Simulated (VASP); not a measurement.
Input of a VASP 6.6.1 run:

File INCAR:

```
SYSTEM = C
  PREC = Accurate
  ENCUT = 520
  EDIFF = 1E-6
  ISMEAR = -1
  SIGMA = 0.1
  LREAL = .FALSE.
  LASPH = .TRUE.
  NELM = 100
  ALGO = Normal
  ISIF = 2
  LWAVE = .FALSE.
  LCHARG = .FALSE.
  GGA = PE
  NBANDS = 8
```

File KPOINTS:

```
Automatic mesh
0
G
  22 22 22
  0 0 0
```

The input POSCAR:

```
C
1.0
    0.0000000000      1.2994052354      1.2994052354
    1.2994052354      0.0000000000      1.2994052354
    1.2994052354      1.2994052354      0.0000000000
C
1
Direct
    0.0000000000      0.0000000000      0.0000000000
```

Potentials or basis: VASP PAW PBE potentials, release 64 (C).

Command:

```console
$ cat potpaw_PBE.64/C/POTCAR > POTCAR
$ mpirun -np 1 vasp_std > vasp.out
```

Estimate the band gap on the k mesh.

zero (band 2 reaches 29.00 eV, above the bottom of band 3 at 12.41 eV).

What does it give for the pressure?

195.0 GPa.
